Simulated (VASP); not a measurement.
# C (Fd-3m) in VASP: further runs

The runs below take C through single point, with PBE.

Program: VASP 6.6.1. These are calculated values, not measurements. Logs are shortened: lines on timing, memory, paths and dates and some standing lists are left out, and cuts for length are marked.

## Step 1: The cell of the first run

The structure is cubic, space group Fd-3m (No. 227). Conventional cell: a = 3.567 Å, b = 3.567 Å, c = 3.567 Å, α = 90.00°, β = 90.00°, γ = 90.00°. C (site symmetry -43m) has 4 C at 1.54 Å within 2.1 Å.

## Step 2: Single point, PBE

Contents of INCAR:

```
  ALGO = Normal
  EDIFF = 1E-6
  ENCUT = 520
  GGA = PE
  ISIF = 2
  ISMEAR = -1
  LASPH = T
  LCHARG = T
  LELF = T
  LREAL = F
  LVHAR = T
  LWAVE = F
  NBANDS = 11
  NELM = 100
  PREC = Accurate
  SIGMA = 0.03
```

Contents of KPOINTS:

```
k-points
0
Gamma
  16 16 16
```

Contents of POSCAR:

```
C
1.0
    0.0000000000      1.7834000000      1.7834000000
    1.7834000000      0.0000000000      1.7834000000
    1.7834000000      1.7834000000      0.0000000000
C
2
Direct
    0.5000000000      0.5000000000      0.5000000000
    0.7500000000      0.7500000000      0.7500000000
```

Potentials or basis: VASP PAW PBE potentials, release 64 (C).

Started as:

```sh
$ cat potpaw_PBE.64/C/POTCAR > POTCAR
$ mpirun -np 1 vasp_std > vasp.out
```

OUTCAR:

```text
EDIFF = 1E-6
   ENCUT = 520
   GGA = PE
   ISIF = 2
   ISMEAR = -1
   LASPH = T
   LREAL = F
   NELM = 100
   PREC = Accurate

 ion  position               nearest neighbor table
   1  0.500  0.500  0.500-   2 1.54   2 1.54   2 1.54   2 1.54
   2  0.750  0.750  0.750-   1 1.54   1 1.54   1 1.54   1 1.54

  LATTYP: Found a face centered cubic cell.
 ALAT       =     3.5668000000

  Lattice vectors:

 A1 = (   0.0000000000,   1.7834000000,   1.7834000000)
 A2 = (   1.7834000000,   0.0000000000,   1.7834000000)
 A3 = (   1.7834000000,   1.7834000000,   0.0000000000)

Analysis of symmetry for initial positions (statically):
=====================================================================
 Subroutine PRICEL returns:
 Original cell was already a primitive cell.

 Routine SETGRP: Setting up the symmetry group for a
 face centered cubic supercell.

 Subroutine GETGRP returns: Found 48 space group operations
 (whereof 24 operations were pure point group operations)
 out of a pool of 48 trial point group operations.

The static configuration has the point symmetry T_d .
 The point group associated with its full space group is O_h .

Analysis of symmetry for dynamics (positions and initial velocities):
=====================================================================
 Subroutine PRICEL returns:
 Original cell was already a primitive cell.

 Routine SETGRP: Setting up the symmetry group for a
 face centered cubic supercell.

 Subroutine GETGRP returns: Found 48 space group operations
 (whereof 24 operations were pure point group operations)
 out of a pool of 48 trial point group operations.

The dynamic configuration has the point symmetry T_d .
 The point group associated with its full space group is O_h .

 Subroutine INISYM returns: Found 48 space group operations
 (whereof 24 operations are pure point group operations),
 and found     1 'primitive' translations

----------------------------------------------------------------------------------------

                                     Primitive cell

  volume of cell :      11.3443

  direct lattice vectors                    reciprocal lattice vectors
     0.000000000  1.783400000  1.783400000    -0.280363351  0.280363351  0.280363351
     1.783400000  0.000000000  1.783400000     0.280363351 -0.280363351  0.280363351
     1.783400000  1.783400000  0.000000000     0.280363351  0.280363351 -0.280363351

  length of vectors
     2.522108467  2.522108467  2.522108467     0.485603568  0.485603568  0.485603568

  position of ions in fractional coordinates (direct lattice)
     0.500000000  0.500000000  0.500000000
     0.750000000  0.750000000  0.750000000

  ion indices of the primitive-cell ions
   primitive index   ion index
                 1           1
                 2           2

----------------------------------------------------------------------------------------

 KPOINTS: k-points

Automatic generation of k-mesh.
 Grid dimensions read from file:
 generate k-points for:   16   16   16

 Generating k-lattice:

  Cartesian coordinates                     Fractional coordinates (reciprocal lattice)
    -0.017522709  0.017522709  0.017522709     0.062500000  0.000000000  0.000000000
     0.017522709 -0.017522709  0.017522709     0.000000000  0.062500000  0.000000000
     0.017522709  0.017522709 -0.017522709     0.000000000  0.000000000  0.062500000

  Length of vectors
     0.030350223  0.030350223  0.030350223

  Shift w.r.t. Gamma in fractional coordinates (k-lattice)
     0.000000000  0.000000000  0.000000000

 Subroutine IBZKPT returns following result:
 ===========================================

 Found    145 irreducible k-points:

 Following reciprocal coordinates:
            Coordinates               Weight
  0.000000  0.000000  0.000000      1.000000
  0.062500  0.000000  0.000000      8.000000
  0.125000  0.000000  0.000000      8.000000
  0.187500  0.000000  0.000000      8.000000
  0.250000  0.000000  0.000000      8.000000
  0.312500  0.000000  0.000000      8.000000
[... 16 lines left out ...]
 -0.125000  0.062500  0.000000     24.000000
 -0.062500  0.062500  0.000000     12.000000
 [... further k-points ...]
   k-points           NKPTS =    145   k-points in BZ     NKDIM =    145   number of bands    NBANDS=     11
   number of dos      NEDOS =    301   number of ions     NIONS =      2
   total plane-waves  NPLWV =   8000
   dimension x,y,z NGX =    20 NGY =   20 NGZ =   20
   dimension x,y,z NGXF=    40 NGYF=   40 NGZF=   40
   ions per type =               2
   NGX,Y,Z   is equivalent  to a cutoff of  13.18, 13.18, 13.18 a.u.
   NGXF,Y,Z  is equivalent  to a cutoff of  26.37, 26.37, 26.37 a.u.
 SYSTEM =  unknown system
   PREC   = accura    normal or accurate (medium, high low for compatibility)
   ISTART =      0    job   : 0-new  1-cont  2-samecut
   ICHARG =      2    charge: 1-file 2-atom 10-const
   ISPIN  =      1    spin polarized calculation?
   LNONCOLLINEAR =      F non collinear calculations
   LSORBIT =      F    spin-orbit coupling
   LASPH  =      T    aspherical Exc in radial PAW
   ENCUT  =  520.0 eV  38.22 Ry    6.18 a.u.   4.69  4.69  4.69*2*pi/ulx,y,z
   NELM   =    100;   NELMIN=  2; NELMDL= -5     # of ELM steps
   EDIFF  = 0.1E-05   stopping-criterion for ELM
   LREAL  =      F    real-space projection
   EDIFFG = 0.1E-04   stopping-criterion for IOM
   NSW    =      0    number of steps for IOM
   IBRION =     -1    ionic relax: 0-MD 1-quasi-New 2-CG
   NFREE  =      0    steps in history (QN), initial steepest desc. (CG)
   ISIF   =      2    stress and relaxation
   ISYM   =      2    0-nonsym 1-usesym 2-fastsym
   POTIM  = 0.5000    time-step for ionic-motion
   TEBEG  =    0.0;   TEEND  =   0.0 temperature during run
   PSTRESS=    0.0 pullay stress
   NELECT =       8.0000    total number of electrons
   NUPDOWN=      -1.0000    fix difference up-down
   EMIN   =  10.00;   EMAX   =-10.00  energy-range for DOS
   EFERMI =   0.00;   METHOD = LEGACY
   ISMEAR =    -1;   SIGMA  =   0.03  broadening in eV -4-tet -1-fermi 0-gaus
   EFERMI_NEDOS =   21; number of points for ismear=-14 and -15
   IALGO  =     38    algorithm
   IMIX   =      4    mixing-type and parameters
     AMIX     =   0.40;   BMIX     =  1.00
     AMIX_MAG =   1.60;   BMIX_MAG =  1.00
  volume/ion in A,a.u.               =       5.67        38.28
  Fermi-wavevector in a.u.,A,eV,Ry     =   1.457178  2.753668 28.890189  2.123369
  Thomas-Fermi vector in A             =   2.574010
   LORBIT       =      0    0 simple, 1 ext, 2 COOP (PROOUT), +10 PAW based schemes
   GGA     = PE    functional components
   LHFCALC =     F    Hartree Fock is set to
   AEXX    =    0.0000 exact exchange contribution
   IVDW    =     0    specifies the selected vdW correction
   LEPSILON=     F    determine dielectric tensor
   LRPA    =     F    only Hartree local field effects (RPA)
 non-spin polarized calculation
  energy-cutoff  :      520.00
  volume of cell :       11.34
 maximum number of plane-waves:       316
   NGX =  9   NGY =  9   NGZ =  9

 number of electron       7.9999999 magnetization

 Free energy of the ion-electron system (eV)
  ---------------------------------------------------
  ext. energy  EPLUGINS =         0.00000000
  ---------------------------------------------------
  free energy    TOTEN  =       -18.18527689 eV

  energy without entropy =      -18.18527689  energy(sigma->0) =      -18.18527689

 E-fermi :  10.3456     XC(G=0): -13.2507

 val. band max:        9.7293694896   @ k =   0.0000   0.0000   0.0000
 cond. band min:      13.8616159312   @ k =   0.3750   0.3750   0.0000
 fundamental gap:      4.1322464416
 Fermi energy:        10.3456471477

 k-point     1 :       0.0000    0.0000    0.0000
  band No.  band energies     occupation
      1     -11.7473      2.00000
      2       9.7294      2.00000
      3       9.7294      2.00000
      4       9.7294      2.00000
      5      15.3191      0.00000
      6      15.3191      0.00000
      7      15.3191      0.00000
      8      23.0601      0.00000
      9      29.0225      0.00000
     10      36.2632      0.00000
     11      36.2632      0.00000

 k-point     2 :       0.0625    0.0000    0.0000
  band No.  band energies     occupation
      1     -11.6391      2.00000
      2       8.9964      2.00000
      3       9.5400      2.00000
      4       9.5400      2.00000
      5      15.5665      0.00000
      6      15.5665      0.00000
      7      15.7628      0.00000
      8      23.1533      0.00000
      9      29.2090      0.00000
     10      34.6884      0.00000
     11      34.6884      0.00000

 k-point     3 :       0.1250    0.0000    0.0000
  band No.  band energies     occupation
      1     -11.3150      2.00000
      2       7.3145      2.00000
      3       9.0769      2.00000
      4       9.0769      2.00000
      5      16.1776      0.00000
      6      16.1776      0.00000
      7      16.6047      0.00000
      8      23.4283      0.00000
      9      29.6733      0.00000
     10      33.2080      0.00000
     11      33.2080      0.00000

 k-point     4 :       0.1875    0.0000    0.0000
  band No.  band energies     occupation
      1     -10.7777      2.00000
      2       5.2736      2.00000
      3       8.5183      2.00000
      4       8.5183      2.00000
      5      16.8991      0.00000
      6      16.8991      0.00000
      7      17.3473      0.00000
      8      23.8564      0.00000
      9      30.1584      0.00000
     10      32.3191      0.00000
     11      32.3191      0.00000
[... 239 lines left out ...]
 k-point    22 :      -0.1875    0.0625    0.0000
  band No.  band energies     occupation
      1     -10.4568      2.00000
      2       4.5938      2.00000
      3       7.3881      2.00000
      4       8.6917      2.00000
      5      16.7633      0.00000
      6      17.6858      0.00000
      7      17.8495      0.00000
      8      23.8356      0.00000
      9      30.4094      0.00000
     10      30.9383      0.00000
     11      32.9000      0.00000

 k-point    23 :      -0.1250    0.0625    0.0000
  band No.  band energies     occupation
      1     -11.0638      2.00000
      2       6.6363      2.00000
      3       7.9520      2.00000
      4       9.2125      2.00000
      5      16.0896      0.00000
      6      16.9193      0.00000
      7      17.2351      0.00000
      8      23.5084      0.00000
      9      29.9863      0.00000
     10      31.6076      0.00000
     11      33.2569      0.00000

 k-point    24 :      -0.0625    0.0625    0.0000
  band No.  band energies     occupation
      1     -11.4589      2.00000
      2       8.3066      2.00000
      3       8.6573      2.00000
      4       9.5490      2.00000
      5      15.6115      0.00000
      6      16.1366      0.00000
      7      16.4293      0.00000
      8      23.2756      0.00000
      9      29.4946      0.00000
     10      32.8956      0.00000
     11      34.1979      0.00000

 [... further k-points ...]
[... 5 lines left out ...]
  --------------------------------------------------------------------------------------
  -------------------------------------------------------------------------------------
  Total        0.1722116      0.1722116      0.1722116     -0.0000000     -0.0000000      0.0000000
  in kB       24.3218514     24.3218514     24.3218514     -0.0000000     -0.0000000      0.0000000
  external PRESSURE =      24.3218514 kB  Pullay stress =       0.0000000 kB

 VOLUME and BASIS-vectors are now :
 -----------------------------------------------------------------------------
  energy-cutoff  :      520.00
  volume of cell :       11.34
      direct lattice vectors                 reciprocal lattice vectors
     0.000000000  1.783400000  1.783400000    -0.280363351  0.280363351  0.280363351
     1.783400000  0.000000000  1.783400000     0.280363351 -0.280363351  0.280363351
     1.783400000  1.783400000  0.000000000     0.280363351  0.280363351 -0.280363351

 POSITION                                       TOTAL-FORCE (eV/Angst)
 -----------------------------------------------------------------------------------
      1.78340      1.78340      1.78340         0.000000      0.000000      0.000000
      2.67510      2.67510      2.67510        -0.000000     -0.000000     -0.000000
 -----------------------------------------------------------------------------------
    total drift:                                0.000000     -0.000000      0.000000

  FREE ENERGIE OF THE ION-ELECTRON SYSTEM (eV)
  ---------------------------------------------------
  free  energy   TOTEN  =       -18.1852768855 eV

  energy  without entropy=      -18.1852768855  energy(sigma->0) =      -18.18527689
```

It took 13 s on 1 thread of Intel Xeon Platinum 8488C (Sapphire Rapids), shared host; peak memory 0.12 GiB.

Results:

| Property | Result |
| --- | --- |
| Free energy | -18.1853 eV |
| Pressure | 2.4 GPa |
| Band gap on the k mesh | 4.13 eV (least direct gap 5.59 eV) |

A k mesh can miss the band edges.

## Step 3: Single point, PBE

Contents of INCAR:

```
SYSTEM = C
PREC = Accurate
ENCUT = 520
EDIFF = 1E-6
ISMEAR = -1
SIGMA = 0.03
LREAL = .FALSE.
LASPH = .TRUE.
NELM = 80
ALGO = Normal
ISIF = 2
LWAVE = .FALSE.
LCHARG = .TRUE.
GGA = PE
LELF = .TRUE.
LVHAR = .TRUE.
NBANDS = 11
```

Contents of KPOINTS:

```
regular mesh
0
G
  16 16 16
  0 0 0
```

POSCAR is that of step 2.

Potentials or basis: VASP PAW PBE potentials, release 64 (C).

Started as:

```sh
$ cat potpaw_PBE.64/C/POTCAR > POTCAR
$ mpirun -np 1 vasp_std > vasp.out
```

Run time: 12 s. Hardware: 1 thread of Intel Xeon Platinum 8488C (Sapphire Rapids), shared host; peak memory 0.12 GiB.

The run converged. Its results:

- Free energy: -18.1853 eV
- Pressure: 2.4 GPa
- Band gap on the k mesh: 4.13 eV (least direct gap 5.59 eV)

Levels at points of the mesh, in eV from the valence-band top:
```
           k point  band 2  band 3  band 4  band 5  band 6  band 7
(0.00, 0.00, 0.00)    0.00    0.00    0.00    5.59    5.59    5.59
(0.50, 0.00, 0.00)  -13.37   -2.80   -2.80    8.46    8.46    8.85
(0.50, 0.50, 0.00)  -12.76   -6.30   -6.30    4.76    4.76   16.81
```
